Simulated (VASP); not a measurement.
Here is a VASP 6.6.1 calculation.

POSCAR

```
ZnCd3Ni
1.0
    4.4881821483      0.0000000000      0.0000000000
    0.0000000000      4.4881821483      0.0000000000
    0.0000000000      0.0000000000      4.4881821483
Zn Cd Ni
1 3 1
Direct
    0.0000000000      0.0000000000      0.0000000000
    0.0000000000      0.5000000000      0.5000000000
    0.5000000000      0.0000000000      0.5000000000
    0.5000000000      0.5000000000      0.0000000000
    0.5000000000      0.5000000000      0.5000000000
```

File INCAR.step1:

```
PREC     = Accurate       # precision mode
ENCUT    = 600            # plane-wave cutoff, eV
ISMEAR   = 0              # smearing method
SIGMA    = 0.1            # smearing width, eV
LREAL    = F              # projectors in reciprocal space
LASPH    = T              # aspherical terms in the spheres
NELM     = 60             # most SCF steps
GGA      = PE             # functional
ALGO     = Normal         # electronic algorithm
EDIFF    = 1E-4           # SCF threshold, eV
LWAVE    = T              # write WAVECAR
LCHARG   = F              # write CHGCAR
```

INCAR.step2

```
PREC     = Accurate       # precision mode
ENCUT    = 600            # plane-wave cutoff, eV
EDIFF    = 1E-7           # SCF threshold, eV
ISMEAR   = 0              # smearing method
SIGMA    = 0.1            # smearing width, eV
LREAL    = F              # projectors in reciprocal space
LASPH    = T              # aspherical terms in the spheres
NELM     = 60             # most SCF steps
ALGO     = Normal         # electronic algorithm
ISIF     = 3              # what is computed and relaxed
LWAVE    = F              # write WAVECAR
LCHARG   = F              # write CHGCAR
METAGGA  = R2SCAN         # meta-GGA
LMIXTAU  = T            
IBRION   = 2              # ionic algorithm
NSW      = 90             # ionic steps
EDIFFG   = -0.04          # ionic threshold
ISTART   = 1
```

File KPOINTS:

```
Automatic mesh
0
Gamma
  4 4 4
```

Potentials or basis: VASP PAW PBE potentials, release 64 (Zn, Cd, Ni).

The run is started by

```console
$ cat potpaw_PBE.64/Zn/POTCAR potpaw_PBE.64/Cd/POTCAR potpaw_PBE.64/Ni/POTCAR > POTCAR
$ cp INCAR.step1 INCAR
$ mpirun -np 1 vasp_std > vasp.out
$ cp INCAR.step2 INCAR
$ mpirun -np 1 vasp_std > vasp.out
```

Estimate the relaxed cell.

a = 4.909 Å, b = 4.909 Å, c = 4.909 Å, α = 90.00°, β = 90.00°, γ = 90.00°.

Estimate the space group after relaxing (to 0.1 Å).

Pm-3m (No. 221).

Step by step:
| step | energy change (eV) | largest force (eV/Å) | pressure (GPa) | volume (Å³) |
| --- | --- | --- | --- | --- |
| 1 | 0.0000 | 0.0000 | 23.68 | 90.41 |
| 2 | -1.3967 | 0.0000 | -2.89 | 130.07 |
| 3 | -1.5020 | 0.0000 | 0.36 | 117.07 |
| 4 | -1.5035 | 0.0000 | 0.02 | 118.33 |

Caveat: the volume moved by over 15 % at a fixed basis, so the end points are rough; the PAW data sets were made with another functional, which shifts forces and pressure a little. Spin polarisation is off, so any magnetic state and its effect on volume and gap are missing.
